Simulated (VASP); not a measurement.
# SnTe (P6/mmm) in VASP: notebook

The runs below take SnTe through relaxation of cell and atoms, single point, with PBE.

Program: VASP 6.6.1. These are calculated values, not measurements. Logs are shortened: lines on timing, memory, paths and dates and some standing lists are left out, and cuts for length are marked.

### Step 1. The cell of the first run

It takes space group P6/mmm (No. 191, hexagonal). Conventional cell: a = 4.039 Å, b = 4.039 Å, c = 8.652 Å, α = 90.00°, β = 90.00°, γ = 120.00°. Within 5.3 Å of Sn (site symmetry 6/mmm) lie 6 Sn at 4.04 Å and 2 Te at 4.33 Å. Within 5.3 Å of Te (site symmetry 6/mmm) lie 6 Te at 4.04 Å and 2 Sn at 4.33 Å.

The cell was generated, and may not be a known phase.

### Step 2. Relaxation of cell and atoms, PBE

INCAR reads:

```
SYSTEM = SnTe
ALGO = Normal ; EDIFF = 1E-7
EDIFFG = -0.04 ; ENCUT = 600
GGA = PE ; IBRION = 2
ISIF = 3 ; ISMEAR = 0
LASPH = .True. ; LCHARG = .False.
LREAL = .False. ; LWAVE = .False.
NELM = 80 ; NSW = 90
PREC = Accurate ; SIGMA = 0.1
```

KPOINTS reads:

```
k-points
0
Gamma
  6 6 2
  0 0 0
```

POSCAR reads:

```
SnTe
1.0
    4.0394405400      0.0000000000      0.0000000000
   -2.0197202700      3.4982581300      0.0000000000
    0.0000000000      0.0000000000      8.6516809800
Sn Te
1 1
Direct
    0.0000000000      0.0000000000      0.5000000000
    0.0000000000      0.0000000000      0.0000000000
```

Potentials or basis: VASP PAW PBE potentials, release 64 (Sn_d, Te).

The run is started by

```sh
$ cat potpaw_PBE.64/Sn_d/POTCAR potpaw_PBE.64/Te/POTCAR > POTCAR
$ mpirun -np 1 vasp_std > vasp.out
```

OUTCAR:

```text
SYSTEM = SnTe
   EDIFF = 1E-7
   EDIFFG = -0.04
   ENCUT = 600
   GGA = PE
   IBRION = 2
   ISIF = 3
   ISMEAR = 0
   LASPH = .True.
   LREAL = .False.
   NELM = 80
   NSW = 90
   PREC = Accurate

 ion  position               nearest neighbor table
   1  0.000  0.000  0.500-
   2  0.000  0.000  0.000-

  LATTYP: Found a hexagonal cell.
 ALAT       =     4.0394405400
 C/A-ratio  =     2.1418017902

  Lattice vectors:

 A1 = (   4.0394405400,   0.0000000000,   0.0000000000)
 A2 = (  -2.0197202700,   3.4982581300,   0.0000000000)
 A3 = (   0.0000000000,   0.0000000000,   8.6516809800)

Analysis of symmetry for initial positions (statically):
=====================================================================
 Subroutine PRICEL returns:
 Original cell was already a primitive cell.

 Routine SETGRP: Setting up the symmetry group for a
 hexagonal supercell.

 Subroutine GETGRP returns: Found 24 space group operations
 (whereof 24 operations were pure point group operations)
 out of a pool of 24 trial point group operations.

The static configuration has the point symmetry D_6h.

Analysis of symmetry for dynamics (positions and initial velocities):
=====================================================================
 Subroutine PRICEL returns:
 Original cell was already a primitive cell.

 Routine SETGRP: Setting up the symmetry group for a
 hexagonal supercell.

 Subroutine GETGRP returns: Found 24 space group operations
 (whereof 24 operations were pure point group operations)
 out of a pool of 24 trial point group operations.

The dynamic configuration has the point symmetry D_6h.

 Subroutine INISYM returns: Found 24 space group operations
 (whereof 24 operations are pure point group operations),
 and found     1 'primitive' translations

----------------------------------------------------------------------------------------

                                     Primitive cell

  volume of cell :     122.2570

  direct lattice vectors                    reciprocal lattice vectors
     4.039440540  0.000000000  0.000000000     0.247559034  0.142928275  0.000000000
    -2.019720270  3.498258130  0.000000000     0.000000000  0.285856550  0.000000000
     0.000000000  0.000000000  8.651680980     0.000000000  0.000000000  0.115584475

  length of vectors
     4.039440540  4.039440545  8.651680980     0.285856550  0.285856550  0.115584475

  position of ions in fractional coordinates (direct lattice)
[... 52 lines left out ...]
   total plane-waves  NPLWV =  71680
   dimension x,y,z NGX =    32 NGY =   32 NGZ =   70
   dimension x,y,z NGXF=    64 NGYF=   64 NGZF=  140
   ions per type =               1   1
   NGX,Y,Z   is equivalent  to a cutoff of  13.17, 13.17, 13.45 a.u.
   NGXF,Y,Z  is equivalent  to a cutoff of  26.34, 26.34, 26.90 a.u.
 SYSTEM =  SnTe
   PREC   = accura    normal or accurate (medium, high low for compatibility)
   ISTART =      0    job   : 0-new  1-cont  2-samecut
   ICHARG =      2    charge: 1-file 2-atom 10-const
   ISPIN  =      1    spin polarized calculation?
   LNONCOLLINEAR =      F non collinear calculations
   LSORBIT =      F    spin-orbit coupling
   LASPH  =      T    aspherical Exc in radial PAW
   ENCUT  =  600.0 eV  44.10 Ry    6.64 a.u.   8.07  8.07 17.28*2*pi/ulx,y,z
   NELM   =     80;   NELMIN=  2; NELMDL= -5     # of ELM steps
   EDIFF  = 0.1E-06   stopping-criterion for ELM
   LREAL  =      F    real-space projection
   EDIFFG = -.4E-01   stopping-criterion for IOM
   NSW    =     90    number of steps for IOM
   IBRION =      2    ionic relax: 0-MD 1-quasi-New 2-CG
   NFREE  =      1    steps in history (QN), initial steepest desc. (CG)
   ISIF   =      3    stress and relaxation
   ISYM   =      2    0-nonsym 1-usesym 2-fastsym
   POTIM  = 0.5000    time-step for ionic-motion
   TEBEG  =    0.0;   TEEND  =   0.0 temperature during run
   PSTRESS=    0.0 pullay stress
   NELECT =      20.0000    total number of electrons
   NUPDOWN=      -1.0000    fix difference up-down
   EMIN   =  10.00;   EMAX   =-10.00  energy-range for DOS
   EFERMI =   0.00;   METHOD = LEGACY
   ISMEAR =     0;   SIGMA  =   0.10  broadening in eV -4-tet -1-fermi 0-gaus
   EFERMI_NEDOS =   21; number of points for ismear=-14 and -15
   IALGO  =     38    algorithm
   IMIX   =      4    mixing-type and parameters
     AMIX     =   0.40;   BMIX     =  1.00
     AMIX_MAG =   1.60;   BMIX_MAG =  1.00
  volume/ion in A,a.u.               =      61.13       412.52
  Fermi-wavevector in a.u.,A,eV,Ry     =   0.895352  1.691969 10.907173  0.801655
  Thomas-Fermi vector in A             =   2.017673
   LORBIT       =      0    0 simple, 1 ext, 2 COOP (PROOUT), +10 PAW based schemes
   GGA     = PE    functional components
   LHFCALC =     F    Hartree Fock is set to
   AEXX    =    0.0000 exact exchange contribution
   IVDW    =     0    specifies the selected vdW correction
   LEPSILON=     F    determine dielectric tensor
   LRPA    =     F    only Hartree local field effects (RPA)
 conjugate gradient relaxation of ions
 non-spin polarized calculation
 Gauss-broadening in eV      SIGMA  =   0.10
  energy-cutoff  :      600.00
  volume of cell :      122.26
 maximum number of plane-waves:      4098
   NGX = 17   NGY = 17   NGZ = 35

--------------------------------------- Ionic step        1  -------------------------------------------

 number of electron      19.9999993 magnetization

 Free energy of the ion-electron system (eV)
  ---------------------------------------------------
  ext. energy  EPLUGINS =         0.00000000
  ---------------------------------------------------
  free energy    TOTEN  =        -4.64532989 eV

  energy without entropy =       -4.64114110  energy(sigma->0) =       -4.64323550

------------------------ aborting loop because EDIFF is reached ----------------------------------------

  FORCE on cell =-STRESS in cart. coord.  units (eV):
  Direction    XX          YY          ZZ          XY          YZ          ZX
  --------------------------------------------------------------------------------------
  -------------------------------------------------------------------------------------
  Total       -5.0698585     -5.0698586     -3.3918201      0.0000000     -0.0000000      0.0000000
  in kB      -66.4404945    -66.4404947    -44.4498016      0.0000000     -0.0000000      0.0000000
  external PRESSURE =     -59.1102636 kB  Pullay stress =       0.0000000 kB
[... 765 lines left out ...]
--------------------------------------- Ionic step        9  -------------------------------------------

 number of electron      20.0000001 magnetization

 Free energy of the ion-electron system (eV)
  ---------------------------------------------------
  ext. energy  EPLUGINS =         0.00000000
  ---------------------------------------------------
  free energy    TOTEN  =        -6.77854774 eV

  energy without entropy =       -6.77024350  energy(sigma->0) =       -6.77439562

 E-fermi :   6.7300     XC(G=0):  -9.6037

 val. band max:        6.6044570046   @ k =   0.3333   0.0000   0.5000
 cond. band min:       6.7450811092   @ k =   0.3333   0.3333   0.5000
 fundamental gap:      0.1406241046
 Fermi energy:         6.7299897809
[... 265 lines left out ...]
  FREE ENERGIE OF THE ION-ELECTRON SYSTEM (eV)
  ---------------------------------------------------
  free  energy   TOTEN  =        -6.7785477447 eV

  energy  without entropy=       -6.7702435032  energy(sigma->0) =       -6.77439562

 reached required accuracy - stopping structural energy minimisation
```

CONTCAR:

```text
SnTe
   1.00000000000000
     3.2299790117941867   -0.0000000000000000    0.0000000000000000
    -1.6149895058970933    2.7972438799107202   -0.0000000000000000
     0.0000000000000000   -0.0000000000000000    6.8813668595331245
  Sn              Te
     1     1
Direct
     0.0000000000000000    0.0000000000000000    0.5000000000000000
     0.0000000000000000    0.0000000000000000    0.0000000000000000

  0.00000000E+00  0.00000000E+00  0.00000000E+00
  0.00000000E+00  0.00000000E+00  0.00000000E+00
```

It took 4.1 min on 1 thread of Intel Xeon Platinum 8488C (Sapphire Rapids), shared host; peak memory 0.31 GiB.

What came out:

```yaml
Free_energy: -6.7785 eV
Relaxed_volume: 31.09 Å³/atom
Relaxed_cell: a = 3.230 Å, b = 3.230 Å, c = 6.881 Å, α = 90.00°, β = 90.00°, γ = 120.00°
Space_group_after_relaxing_to_0.1_Å: P6/mmm (No. 191)
Pressure_after_relaxing: -0.1 GPa
Band_gap_on_the_k_mesh: zero (bands 10 and 11 overlap by 5.01 eV)
```

Final structure:
```yaml
crystal:
  lattice:
    - [3.22998, 0.00000, 0.00000]
    - [-1.61499, 2.79724, 0.00000]
    - [0.00000, 0.00000, 6.88137]
  atoms:
    - { symbol: Sn, position: [0.00000, 0.00000, 0.50000] }
    - { symbol: Te, position: [0.00000, 0.00000, 0.00000] }
```

Caveat: the k points lie up to 0.46 Å⁻¹ apart in the final cell, too coarse for converged energies and pressures of a metal; the volume moved by over 15 % at a fixed basis, so the end points are rough; spin-orbit coupling is left out, which moves the levels of the heavy elements.

### Step 3. Single point, PBE

This run uses another cell than the first one, of 30.58 Å³/atom.

INCAR reads:

```
ALGO = Normal ; EDIFF = 1E-6
ENCUT = 520 ; GGA = PE
ISIF = 2 ; ISMEAR = 0
LASPH = T ; LCHARG = F
LREAL = F ; LWAVE = F
NBANDS = 17 ; NELM = 100
PREC = Accurate ; SIGMA = 0.1
```

KPOINTS reads:

```
k-points
0
Gamma
  18 18 10
```

POSCAR reads:

```
SnTe
1.0
    3.3196866691      0.0000000000      0.0000000000
   -1.6598433345      2.8749329880      0.0000000000
    0.0000000000      0.0000000000      6.4072658077
Sn Te
1 1
Direct
    0.0000000000      0.0000000000      0.5000000000
    0.0000000000      0.0000000000      0.0000000000
```

Potentials or basis: VASP PAW PBE potentials, release 64 (Sn_d, Te).

The run is started by

```sh
$ cat potpaw_PBE.64/Sn_d/POTCAR potpaw_PBE.64/Te/POTCAR > POTCAR
$ mpirun -np 1 vasp_std > vasp.out
```

OUTCAR:

```text
EDIFF = 1E-6
   ENCUT = 520
   GGA = PE
   ISIF = 2
   ISMEAR = 0
   LASPH = T
   LREAL = F
   NELM = 100
   PREC = Accurate

 ion  position               nearest neighbor table
   1  0.000  0.000  0.500-   2 3.20   2 3.20
   2  0.000  0.000  0.000-   1 3.20   1 3.20

  LATTYP: Found a hexagonal cell.
 ALAT       =     3.3196866691
 C/A-ratio  =     1.9300814945

  Lattice vectors:

 A1 = (   3.3196866691,   0.0000000000,   0.0000000000)
[... 664 lines left out ...]

 [... further k-points ...]

------------------------ aborting loop because EDIFF is reached ----------------------------------------

  FORCE on cell =-STRESS in cart. coord.  units (eV):
  Direction    XX          YY          ZZ          XY          YZ          ZX
  --------------------------------------------------------------------------------------
  -------------------------------------------------------------------------------------
  Total       -0.0224912     -0.0224912     -0.0008581     -0.0000000     -0.0000000      0.0000000
  in kB       -0.5892851     -0.5892851     -0.0224837     -0.0000000     -0.0000000      0.0000000
  external PRESSURE =      -0.4003513 kB  Pullay stress =       0.0000000 kB

 VOLUME and BASIS-vectors are now :
 -----------------------------------------------------------------------------
  energy-cutoff  :      520.00
  volume of cell :       61.15
      direct lattice vectors                 reciprocal lattice vectors
     3.319686669  0.000000000  0.000000000     0.301233249  0.173917097  0.000000000
    -1.659843335  2.874932988  0.000000000     0.000000000  0.347834194  0.000000000
     0.000000000  0.000000000  6.407265808     0.000000000  0.000000000  0.156072813

 POSITION                                       TOTAL-FORCE (eV/Angst)
 -----------------------------------------------------------------------------------
      0.00000      0.00000      3.20363         0.000000      0.000000      0.000000
      0.00000      0.00000      0.00000         0.000000      0.000000      0.000000
 -----------------------------------------------------------------------------------
    total drift:                               -0.000000     -0.000000      0.000000

  FREE ENERGIE OF THE ION-ELECTRON SYSTEM (eV)
  ---------------------------------------------------
  free  energy   TOTEN  =        -6.8546464054 eV

  energy  without entropy=       -6.8494106365  energy(sigma->0) =       -6.85202852
```

OSZICAR:

```text
N       E                     dE             d eps       ncg     rms          rms(c)
DAV:   1     0.122196347646E+03    0.12220E+03   -0.96243E+03  7651   0.137E+03
DAV:   2     0.390043871032E+01   -0.11830E+03   -0.11531E+03  8146   0.335E+02
DAV:   3    -0.657044973847E+01   -0.10471E+02   -0.10319E+02  9228   0.856E+01
DAV:   4    -0.685728239888E+01   -0.28683E+00   -0.28653E+00  9079   0.151E+01
DAV:   5    -0.686676773072E+01   -0.94853E-02   -0.94848E-02 10659   0.267E+00    0.636E+00
DAV:   6    -0.685555105394E+01    0.11217E-01   -0.26601E-02  9378   0.122E+00    0.388E+00
DAV:   7    -0.685481128290E+01    0.73977E-03   -0.18501E-02  9726   0.142E+00    0.344E-01
DAV:   8    -0.685468664683E+01    0.12464E-03   -0.13343E-03  9373   0.377E-01    0.115E-01
DAV:   9    -0.685464701978E+01    0.39627E-04   -0.27649E-04 10174   0.208E-01    0.240E-02
DAV:  10    -0.685464703722E+01   -0.17442E-07   -0.12658E-05  9603   0.372E-02    0.456E-03
DAV:  11    -0.685464640542E+01    0.63180E-06   -0.16094E-06  6874   0.148E-02
   1 F= -.68546464E+01 E0= -.68520285E+01  d E =-.523577E-02
```

It took 2.9 min on 1 thread of Intel Xeon Platinum 8488C (Sapphire Rapids), shared host; peak memory 0.36 GiB.

Results:

```yaml
Free_energy: -6.8546 eV
Pressure: 0.0 GPa
Band_gap_on_the_k_mesh: zero (bands 10 and 11 overlap by 5.08 eV)
```

Caveat: spin-orbit coupling is left out, which moves the levels of the heavy elements.

### Step 4. Relaxation of cell and atoms, PBE

This run uses another cell than the first one, of 30.35 Å³/atom.

INCAR reads:

```
SYSTEM = SnTe
ALGO = Normal
EDIFF = 1E-6
EDIFFG = -0.01
ENCUT = 600
GGA = PE
IBRION = 2
ISIF = 3
ISMEAR = 0
LASPH = .True.
LCHARG = .False.
LREAL = .False.
LWAVE = .False.
NELM = 80
NSW = 100
PREC = Accurate
SIGMA = 0.1
```

KPOINTS reads:

```
k-points
0
Gamma
  18 18 10
  0 0 0
```

POSCAR reads:

```
SnTe
1.0
    3.2864616958      0.0000000000      0.0000000000
   -1.6432308479      2.8461593171      0.0000000000
    0.0000000000      0.0000000000      6.4883708048
Sn Te
1 1
Direct
    0.0000000000      0.0000000000      0.5000000000
    0.0000000000      0.0000000000      0.0000000000
```

The run is started by

```sh
$ cat potpaw_PBE.64/Sn_d/POTCAR potpaw_PBE.64/Te/POTCAR > POTCAR
$ mpirun -np 1 vasp_std > vasp.out
```

Run time: 9.3 min. Hardware: 1 thread of Intel Xeon Platinum 8488C (Sapphire Rapids), shared host; peak memory 0.41 GiB.

It converged, with:

| Item | Value |
| --- | --- |
| Free energy | -6.8547 eV |
| Relaxed volume | 30.56 Å³/atom |
| Relaxed cell | a = 3.318 Å, b = 3.318 Å, c = 6.411 Å, α = 90.00°, β = 90.00°, γ = 120.00° |
| Space group after relaxing (to 0.1 Å) | P6/mmm (No. 191) |
| Energy gained by relaxing | 3.8 meV/atom |
| Ionic steps | 5 |
| Pressure after relaxing | 0.0 GPa |
| Band gap on the k mesh | zero (bands 10 and 11 overlap by 5.10 eV) |

Step by step:
| step | energy change (eV) | largest force (eV/Å) | pressure (GPa) | volume (Å³) |
| --- | --- | --- | --- | --- |
| 1 | 0.0000 | 0.0000 | 0.50 | 60.69 |
| 2 | -0.0072 | 0.0000 | -0.29 | 61.51 |
| 3 | -0.0073 | 0.0000 | -0.20 | 61.41 |
| 4 | -0.0073 | 0.0000 | -0.17 | 61.40 |
| 5 | -0.0076 | 0.0000 | -0.02 | 61.12 |

Final structure:
```
CELL_PARAMETERS angstrom
3.31795 0.00000 0.00000
-1.65898 2.87343 0.00000
0.00000 0.00000 6.41129
ATOMIC_POSITIONS crystal
Sn 0.00000 0.00000 0.50000
Te 0.00000 0.00000 0.00000
```

Levels at points of the mesh, in eV from the Fermi level:
| k point | band 6 | band 7 | band 8 | band 9 | band 10 | band 11 | band 12 | band 13 | band 14 |
| --- | --- | --- | --- | --- | --- | --- | --- | --- | --- |
| (0.00, 0.00, 0.00) | -13.10 | -8.94 | -5.31 | 2.79 | 2.96 | 2.96 | 6.82 | 7.79 | 7.79 |
| (0.50, 0.00, 0.00) | -10.48 | -5.51 | -5.19 | -2.80 | -2.78 | 0.55 | 2.73 | 4.43 | 5.45 |
| (0.00, 0.00, 0.50) | -13.00 | -9.61 | -2.67 | -1.31 | 3.03 | 3.03 | 7.42 | 7.42 | 8.68 |
| (0.50, 0.00, 0.50) | -10.42 | -6.03 | -5.32 | -3.31 | -0.11 | 0.65 | 1.78 | 4.05 | 5.21 |

Caveat: spin-orbit coupling is left out, which moves the levels of the heavy elements.

### Step 5. The runs side by side

```csv
task,cell,k mesh,cutoff (eV),gap on the mesh (eV),pressure (GPa),relaxed volume (Å³/atom)
relaxation of cell and atoms,"relaxed from a = 4.039, b = 4.039, c = 8.652 Å, angles 90.0, 90.0, 120.0°, 2 atoms",6 × 6 × 2,600,none,-0.1,31.09
single point,"a = 3.320, b = 3.320, c = 6.407 Å, angles 90.0, 90.0, 120.0°, 2 atoms",18 × 18 × 10,520,none,0.0,-
relaxation of cell and atoms,"relaxed from a = 3.286, b = 3.286, c = 6.488 Å, angles 90.0, 90.0, 120.0°, 2 atoms",18 × 18 × 10,600,none,0.0,30.56
```

Alike in all rows: level PBE; potentials or basis VASP PAW PBE potentials, release 64 (Sn_d, Te); no spin polarisation; smearing gaussian 0.1 eV.

Caveats: some runs use coarse meshes; spin-orbit coupling is left out, which moves the levels of the heavy elements; the volume moved by over 15 % at a fixed basis, so the end points are rough (at least some runs).

Absolute energies hang on the potentials; compare differences alone.

The gap in the log of VASP goes by the Fermi energy; the results here count the filled bands.